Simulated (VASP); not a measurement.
Here is a VASP 6.6.1 calculation.

File INCAR:

```
SYSTEM = SnO
PREC = Accurate
ENCUT = 520
EDIFF = 1E-6
ISMEAR = -1
SIGMA = 0.02
LREAL = .False.
LASPH = .True.
NELM = 60
ALGO = Normal
ISIF = 2
LWAVE = .False.
LCHARG = .False.
GGA = PE
NBANDS = 17
```

The input KPOINTS:

```
regular mesh
0
Gamma
  6 6 6
  0 0 0
```

The input POSCAR:

```
SnO
1.0
    3.1927770497      0.0000000000      0.0000000000
    0.0000000000      3.1927770497      0.0000000000
    0.0000000000      0.0000000000      3.1927770497
Sn O
1 1
Direct
    0.0000000000      0.0000000000      0.0000000000
    0.5000000000      0.5000000000      0.5000000000
```

Potentials or basis: VASP PAW PBE potentials, release 64 (Sn_d, O).

Command:

```console
$ cat potpaw_PBE.64/Sn_d/POTCAR potpaw_PBE.64/O/POTCAR > POTCAR
$ mpirun -np 1 vasp_std > vasp.out
```

Q: Estimate the band gap on the k mesh.

A: 0.45 eV, indirect (least direct gap 0.96 eV).

Q: Estimate the pressure.

A: -4.9 GPa.

Caveat: spin-orbit coupling is left out, which moves the levels of the heavy elements. A k mesh can miss the band edges.
